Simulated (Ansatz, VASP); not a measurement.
**One calculation of Re, two programs**

The input INCAR:

```
SYSTEM = Re
ALGO     = Normal         ! electronic algorithm
EDIFF    = 1E-6           ! SCF threshold, eV
ENCUT    = 500            ! plane-wave cutoff, eV
GGA      = PE             ! functional
GGA_COMPAT= .False.      
ISIF     = 2              ! what is computed and relaxed
ISMEAR   = -1             ! smearing method
LASPH    = .True.         ! aspherical terms in the spheres
LCHARG   = .True.         ! write CHGCAR
LELF     = .True.         ! ELF
LREAL    = .False.        ! projectors in reciprocal space
LVHAR    = .True.       
LWAVE    = .False.        ! write WAVECAR
NBANDS   = 22             ! bands
NELM     = 120            ! most SCF steps
PREC     = Accurate       ! precision mode
SIGMA    = 0.1            ! smearing width, eV
```

File KPOINTS:

```
k-points
0
Gamma
  12 12 12
  0 0 0
```

Contents of POSCAR:

```
Re
1.0
    0.0000000000      2.3154327783      2.3154327783
    2.3154327783      0.0000000000      2.3154327783
    2.3154327783      2.3154327783      0.0000000000
Re
2
Direct
   -0.1250000000     -0.1250000000     -0.1250000000
    0.1250000000      0.1250000000      0.1250000000
```

Input for Ansatz:

```yaml
crystal:
  lattice:
    - [0.0, 2.3154327783, 2.3154327783]
    - [2.3154327783, 0.0, 2.3154327783]
    - [2.3154327783, 2.3154327783, 0.0]
  atoms:
    - { symbol: Re, position: [-0.125, -0.125, -0.125] }
    - { symbol: Re, position: [0.125, 0.125, 0.125] }
kpoints:
  mp_grid: { grid: [12, 12, 12] }
  band_path:
    path:
      - [0.0, 0.0, 0.0]
      - [0.5, 0.0, 0.5]
      - [0.625, 0.25, 0.625]
      - [0.375, 0.375, 0.75]
      - [0.0, 0.0, 0.0]
      - [0.5, 0.5, 0.5]
      - [0.5, 0.25, 0.75]
      - [0.5, 0.0, 0.5]
    npoints: 8
scf:
  occupations: { method: fermi_dirac, width: 0.1 }
hamiltonian:
  xc: pbe
  pseudopotentials: { kind: paw }
output:
  forces: true
  stress: true
  eigenvalues: true
  populations: true
  dos: { projected: true, de: 0.2, e_range: [-14, 8] }
  write_density: true
  write_potential: true
  elf: true
  volumetric_format: npy
```

Change from the starting cell: volume scaled by 0.55, PAW files.

Alike in both runs: task single point; functional PBE; k mesh 12 × 12 × 12; occupations fermi-dirac, width 0.1 eV; no spin polarisation.

|  | VASP | Ansatz |
| --- | --- | --- |
| version | VASP 6.6.1 | Ansatz 0.2.0 |
| potentials or method | VASP PAW PBE potentials, release 64 (Re_sv_GW) | PAW with Ansatz's default frozen-core files, scalar-relativistic |
| plane-wave cutoff (eV) | 500 | 420 |
| valence electrons in the cell | 30 | 30 |

Ansatz gave:

| Quantity | Value |
| --- | --- |
| pressure (GPa) | 362.9 |

What did VASP give for the same quantities?

Pressure (GPa): 366.8.

Both programs put the cell under a high pressure, so it lies far from rest at this level. With one functional, cell and mesh, what is left measures potentials, basis and numerics.

Spin-orbit coupling is off throughout. Noted on VASP's run: the cell as given lies far from equilibrium.
